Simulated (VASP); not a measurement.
# SiC (P6_3mc) in VASP: further runs, part 3 of 3

VASP 6.6.1. The steps go on from the part before.

**6. Relaxation of cell and atoms, PBEsol, target pressure 5 GPa, at which the enthalpy is minimised**

This run uses another cell than the first one, of 10.34 Å³/atom.

Contents of INCAR:

```
SYSTEM = SiC
ALGO     = Normal         ! electronic algorithm
EDIFF    = 1E-6           ! SCF threshold, eV
EDIFFG   = -0.005         ! ionic threshold
ENCUT    = 600            ! plane-wave cutoff, eV
GGA      = PS             ! functional
IBRION   = 2              ! ionic algorithm
ISIF     = 3              ! what is computed and relaxed
ISMEAR   = -1             ! smearing method
LASPH    = .True.         ! aspherical terms in the spheres
LCHARG   = .False.        ! write CHGCAR
LREAL    = .False.        ! projectors in reciprocal space
LWAVE    = .False.        ! write WAVECAR
NELM     = 80             ! most SCF steps
NSW      = 80             ! ionic steps
PREC     = Accurate       ! precision mode
PSTRESS  = 50.0         
SIGMA    = 0.05           ! smearing width, eV
```

Contents of KPOINTS:

```
k-points
0
Gamma
  10 10 5
  0 0 0
```

Contents of POSCAR:

```
SiC
1.0
    3.0760000000      0.0000000000      0.0000000000
   -1.5380000000      2.6638941420      0.0000000000
    0.0000000000      0.0000000000      5.0480000000
Si C
2 2
Direct
    0.6666666667      0.3333333333      0.5000000000
    0.3333333333      0.6666666667      0.0000000000
    0.6666666667      0.3333333333      0.8850000000
    0.3333333333      0.6666666667      0.3850000000
```

Potentials or basis: VASP PAW PBE potentials, release 64 (Si, C).

On the command line:

```sh
cat potpaw_PBE.64/Si/POTCAR potpaw_PBE.64/C/POTCAR > POTCAR
mpirun -np 1 vasp_std > vasp.out
```

OUTCAR:

```text
SYSTEM = SiC
   EDIFF = 1E-6
   EDIFFG = -0.005
   ENCUT = 600
   GGA = PS
   IBRION = 2
   ISIF = 3
   ISMEAR = -1
   LASPH = .True.
   LREAL = .False.
   NELM = 80
   NSW = 80
   PREC = Accurate
   PSTRESS = 50.0

 ion  position               nearest neighbor table
   1  0.667  0.333  0.500-   4 1.87   4 1.87   4 1.87   3 1.94   2 3.09   2 3.09   2 3.09   2 3.09
                             2 3.09   2 3.09
   2  0.333  0.667  0.000-   3 1.87   3 1.87   3 1.87   4 1.94   1 3.09   1 3.09   1 3.09   1 3.09
                             1 3.09   1 3.09
   3  0.667  0.333  0.885-   2 1.87   2 1.87   2 1.87   1 1.94
   4  0.333  0.667  0.385-   1 1.87   1 1.87   1 1.87   2 1.94

  LATTYP: Found a hexagonal cell.
 ALAT       =     3.0760000000
 C/A-ratio  =     1.6410923277

  Lattice vectors:

 A1 = (   3.0760000000,   0.0000000000,   0.0000000000)
 A2 = (  -1.5380000000,   2.6638941420,   0.0000000000)
 A3 = (   0.0000000000,   0.0000000000,   5.0480000000)

Analysis of symmetry for initial positions (statically):
=====================================================================
 Subroutine PRICEL returns:
 Original cell was already a primitive cell.

 Routine SETGRP: Setting up the symmetry group for a
 hexagonal supercell.

 Subroutine GETGRP returns: Found 12 space group operations
 (whereof  6 operations were pure point group operations)
 out of a pool of 24 trial point group operations.

The static configuration has the point symmetry C_3v.
 The point group associated with its full space group is C_6v.

Analysis of symmetry for dynamics (positions and initial velocities):
=====================================================================
 Subroutine PRICEL returns:
 Original cell was already a primitive cell.

 Routine SETGRP: Setting up the symmetry group for a
 hexagonal supercell.

 Subroutine GETGRP returns: Found 12 space group operations
 (whereof  6 operations were pure point group operations)
 out of a pool of 24 trial point group operations.

The dynamic configuration has the point symmetry C_3v.
 The point group associated with its full space group is C_6v.

 Subroutine INISYM returns: Found 12 space group operations
 (whereof  6 operations are pure point group operations),
 and found     1 'primitive' translations

----------------------------------------------------------------------------------------

                                     Primitive cell

  volume of cell :      41.3640

  direct lattice vectors                    reciprocal lattice vectors
     3.076000000  0.000000000  0.000000000     0.325097529  0.187695146  0.000000000
    -1.538000000  2.663894142  0.000000000     0.000000000  0.375390292  0.000000000
     0.000000000  0.000000000  5.048000000     0.000000000  0.000000000  0.198098257

  length of vectors
     3.076000000  3.076000000  5.048000000     0.375390292  0.375390292  0.198098257

  position of ions in fractional coordinates (direct lattice)
     0.666666667  0.333333333  0.500000000
     0.333333333  0.666666667  0.000000000
     0.666666667  0.333333333  0.885000000
     0.333333333  0.666666667  0.385000000

[... 65 lines left out ...]
   ions per type =               2   2
   NGX,Y,Z   is equivalent  to a cutoff of  15.13, 15.13, 13.17 a.u.
   NGXF,Y,Z  is equivalent  to a cutoff of  30.27, 30.27, 26.35 a.u.
 SYSTEM =  SiC
   PREC   = accura    normal or accurate (medium, high low for compatibility)
   ISTART =      0    job   : 0-new  1-cont  2-samecut
   ICHARG =      2    charge: 1-file 2-atom 10-const
   ISPIN  =      1    spin polarized calculation?
   LNONCOLLINEAR =      F non collinear calculations
   LSORBIT =      F    spin-orbit coupling
   LASPH  =      T    aspherical Exc in radial PAW
   ENCUT  =  600.0 eV  44.10 Ry    6.64 a.u.   6.14  6.14 10.08*2*pi/ulx,y,z
   NELM   =     80;   NELMIN=  2; NELMDL= -5     # of ELM steps
   EDIFF  = 0.1E-05   stopping-criterion for ELM
   LREAL  =      F    real-space projection
   EDIFFG = -.5E-02   stopping-criterion for IOM
   NSW    =     80    number of steps for IOM
   IBRION =      2    ionic relax: 0-MD 1-quasi-New 2-CG
   NFREE  =      1    steps in history (QN), initial steepest desc. (CG)
   ISIF   =      3    stress and relaxation
   ISYM   =      2    0-nonsym 1-usesym 2-fastsym
   POTIM  = 0.5000    time-step for ionic-motion
   TEBEG  =    0.0;   TEEND  =   0.0 temperature during run
   PSTRESS=   50.0 pullay stress
   NELECT =      16.0000    total number of electrons
   NUPDOWN=      -1.0000    fix difference up-down
   EMIN   =  10.00;   EMAX   =-10.00  energy-range for DOS
   EFERMI =   0.00;   METHOD = LEGACY
   ISMEAR =    -1;   SIGMA  =   0.05  broadening in eV -4-tet -1-fermi 0-gaus
   EFERMI_NEDOS =   21; number of points for ismear=-14 and -15
   IALGO  =     38    algorithm
   IMIX   =      4    mixing-type and parameters
     AMIX     =   0.40;   BMIX     =  1.00
     AMIX_MAG =   1.60;   BMIX_MAG =  1.00
  volume/ion in A,a.u.               =      10.34        69.78
  Fermi-wavevector in a.u.,A,eV,Ry     =   1.192817  2.254098 19.358549  1.422813
  Thomas-Fermi vector in A             =   2.328847
   LORBIT       =      0    0 simple, 1 ext, 2 COOP (PROOUT), +10 PAW based schemes
   GGA     = PS    functional components
   LHFCALC =     F    Hartree Fock is set to
   AEXX    =    0.0000 exact exchange contribution
   IVDW    =     0    specifies the selected vdW correction
   LEPSILON=     F    determine dielectric tensor
   LRPA    =     F    only Hartree local field effects (RPA)
 conjugate gradient relaxation of ions
 non-spin polarized calculation
  energy-cutoff  :      600.00
  volume of cell :       41.36
 maximum number of plane-waves:      1398
 NGX is ok and might be reduce to    28
   NGX = 13   NGY = 13   NGZ = 21

--------------------------------------- Ionic step        1  -------------------------------------------

 number of electron      16.0000001 magnetization

 Free energy of the ion-electron system (eV)
  ---------------------------------------------------
  ext. energy  EPLUGINS =         0.00000000
  ---------------------------------------------------
  free energy    TOTEN  =       -31.78814853 eV

  energy without entropy =      -31.78814853  energy(sigma->0) =      -31.78814853

------------------------ aborting loop because EDIFF is reached ----------------------------------------

  FORCE on cell =-STRESS in cart. coord.  units (eV):
  Direction    XX          YY          ZZ          XY          YZ          ZX
  --------------------------------------------------------------------------------------
  -------------------------------------------------------------------------------------
  Total        0.5510756      0.5510756     -0.7266171      0.0000000      0.0000000      0.0000000
  in kB       21.3451450     21.3451450    -28.1445011      0.0000000      0.0000000      0.0000000
  external PRESSURE =     -45.1514037 kB  Pullay stress =      50.0000000 kB
[... 267 lines left out ...]
--------------------------------------- Ionic step        8  -------------------------------------------

 number of electron      15.9999999 magnetization

 Free energy of the ion-electron system (eV)
  ---------------------------------------------------
  ext. energy  EPLUGINS =         0.00000000
  ---------------------------------------------------
  free energy    TOTEN  =       -31.81074110 eV

  energy without entropy =      -31.81074110  energy(sigma->0) =      -31.81074110

 E-fermi :   9.3981     XC(G=0): -11.5884

 val. band max:        8.4448235751   @ k =   0.0000   0.0000   0.0000
 cond. band min:      10.6837507359   @ k =   0.3000   0.3000   0.0000
 fundamental gap:      2.2389271608
 Fermi energy:         9.3980744720

 k-point     1 :       0.0000    0.0000    0.0000
  band No.  band energies     occupation
      1      -7.3117      2.00000
      2      -3.6276      2.00000
      3      -0.4384      2.00000
      4       7.1120      2.00000
      5       7.1120      2.00000
      6       8.3311      2.00000
      7       8.4448      2.00000
      8       8.4448      2.00000
      9      13.3568      0.00000
     10      14.8147      0.00000
     11      15.1606      0.00000
     12      15.1606      0.00000
[... 331 lines left out ...]
 k-point    24 :       0.4000    0.1000    0.2000
  band No.  band energies     occupation
      1      -3.8704      2.00000
      2      -2.3043      2.00000
      3       0.2186      2.00000
      4       1.7558      2.00000
      5       3.6623      2.00000
      6       4.6135      2.00000
      7       5.8988      2.00000
      8       6.4012      2.00000
      9      12.0229      0.00000
     10      12.4261      0.00000
     11      15.4283      0.00000
     12      15.8389      0.00000

 [... further k-points ...]

------------------------ aborting loop because EDIFF is reached ----------------------------------------

  FORCE on cell =-STRESS in cart. coord.  units (eV):
  Direction    XX          YY          ZZ          XY          YZ          ZX
  --------------------------------------------------------------------------------------
  -------------------------------------------------------------------------------------
  Total        1.2632832      1.2632832      1.2623937     -0.0000000      0.0000000     -0.0000000
  in kB       49.9554200     49.9554200     49.9202458     -0.0000000      0.0000000     -0.0000000
  external PRESSURE =      -0.0563047 kB  Pullay stress =      50.0000000 kB
[... 23 lines left out ...]
  energy  without entropy=      -31.8107411011  energy(sigma->0) =      -31.81074110

  enthalpy is  TOTEN    =       -30.5463305895 eV   P V=        1.2644105116

 reached required accuracy - stopping structural energy minimisation
```

Run time: 49 s. Hardware: 1 thread of AMD EPYC 9R45 (Zen 5), shared host; peak memory 0.15 GiB.

What came out:

```
Free energy                                                : -31.8107 eV
Relaxed volume                                             : 10.13 Å³/atom
Relaxed cell                                               : a = 3.055 Å, b = 3.055 Å, c = 5.013 Å, α = 90.00°, β = 90.00°, γ = 120.00°
Space group after relaxing (to 0.1 Å)                      : P6_3mc (No. 186)
Energy change on relaxing (the run minimises the enthalpy) : -5.6 meV/atom
Ionic steps                                                : 8
Pressure after relaxing                                    : 5.0 GPa
Band gap on the k mesh                                     : 2.24 eV (least direct gap 3.89 eV)
```

The path:
```tsv
step	energy change (eV)	largest force (eV/Å)	pressure (GPa)	volume (Å³)
1	0.0000	0.7510	0.48	41.36
2	0.0562	0.7728	10.76	39.64
3	-0.0181	0.0953	5.25	40.47
4	-0.0175	0.0794	5.35	40.45
5	-0.0218	0.0116	5.15	40.49
6	-0.0217	0.0034	5.16	40.49
7	-0.0234	0.0033	4.85	40.54
8	-0.0226	0.0001	4.99	40.52
```

Final structure:
```
Si C
1.0
     3.05504    0.00000    0.00000
    -1.52752    2.64574    0.00000
     0.00000    0.00000    5.01261
Si C
2 2
Direct
  0.66667 0.33333 0.50460
  0.33333 0.66667 0.00460
  0.66667 0.33333 0.88040
  0.33333 0.66667 0.38040
```

Caveat: the cell is relaxed towards a set pressure, so the run minimises the enthalpy, not the energy; the PAW data sets were made with another functional, which shifts forces and pressure a little. A k mesh can miss the band edges.

**7. Overview**

| task | cell | cutoff (eV) | gap on the mesh (eV) | pressure (GPa) |
| --- | --- | --- | --- | --- |
| single point | a = 3.034, b = 3.034, c = 4.977 Å, angles 90.0, 90.0, 120.0°, 4 atoms, atomic positions A | 520 | 2.20 | 10.5 |
| single point | a = 3.054, b = 3.054, c = 5.011 Å, angles 90.0, 90.0, 120.0°, 4 atoms, atomic positions A | 520 | 2.24 | 5.4 |
| single point | a = 3.076, b = 3.076, c = 5.047 Å, angles 90.0, 90.0, 120.0°, 4 atoms, atomic positions A | 520 | 2.27 | 0.4 |
| relaxation of cell and atoms | relaxed from a = 3.076, b = 3.076, c = 5.048 Å, angles 90.0, 90.0, 120.0°, 4 atoms, atomic positions B | 600 | 2.27 | 0.0 |
| relaxation of cell and atoms | relaxed to 5 GPa from a = 3.076, b = 3.076, c = 5.048 Å, angles 90.0, 90.0, 120.0°, 4 atoms, atomic positions B | 600 | 2.24 | 5.0 |

Alike in all rows: level PBEsol; potentials or basis VASP PAW PBE potentials, release 64 (Si, C); no spin polarisation; k mesh 10 × 10 × 5; smearing fermi-dirac 0.05 eV.

Caveats: the PAW data sets were made with another functional, which shifts forces and pressure a little; the cell stands under pressure (at least some runs); the cell is relaxed towards a set pressure, so the run minimises the enthalpy, not the energy (at least some runs).

Total energies depend on the potentials used, so only differences within one code and one set of settings carry meaning.
